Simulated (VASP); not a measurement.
SrO, 2 atoms in the cell. The structure is cubic, space group Fm-3m (No. 225). Conventional cell: a = 5.160 Å, b = 5.160 Å, c = 5.160 Å, α = 90.00°, β = 90.00°, γ = 90.00°. Within 3.4 Å of Sr (site symmetry m-3m) lie 6 O at 2.58 Å. O (site symmetry m-3m) has 6 Sr at 2.58 Å within 3.4 Å. 

```yaml
Program: VASP 6.6.1
Task: single point
Functional: r2SCAN
Potentials_or_basis: VASP PAW PBE potentials, release 64 (Sr_sv, O)
Cutoff: 520 eV
k_mesh: 8 × 8 × 8
Occupations: gaussian, width 0.01 eV
Spin: no spin polarisation
Dipole_correction: no
Further_INCAR_settings: ALGO = Normal; EDIFF = 1e-06; NBANDS = 15
```

Potentials or basis: VASP PAW PBE potentials, release 64 (Sr_sv, O).

Run with:

```sh
$ cat potpaw_PBE.64/Sr_sv/POTCAR potpaw_PBE.64/O/POTCAR > POTCAR
$ cp INCAR.step1 INCAR
$ mpirun -np 1 vasp_std > vasp.out
$ cp INCAR.step2 INCAR
$ mpirun -np 1 vasp_std > vasp.out
```

Hardware: 1 thread of AMD EPYC 9R45 96-Core Processor (Zen 5) (shared host).

Question: How long does it take, and how much memory?

Answer: It took 48 s on 1 thread of AMD EPYC 9R45 96-Core Processor (Zen 5) (shared host), peak memory 0.14 GiB. Counts: k points 29.
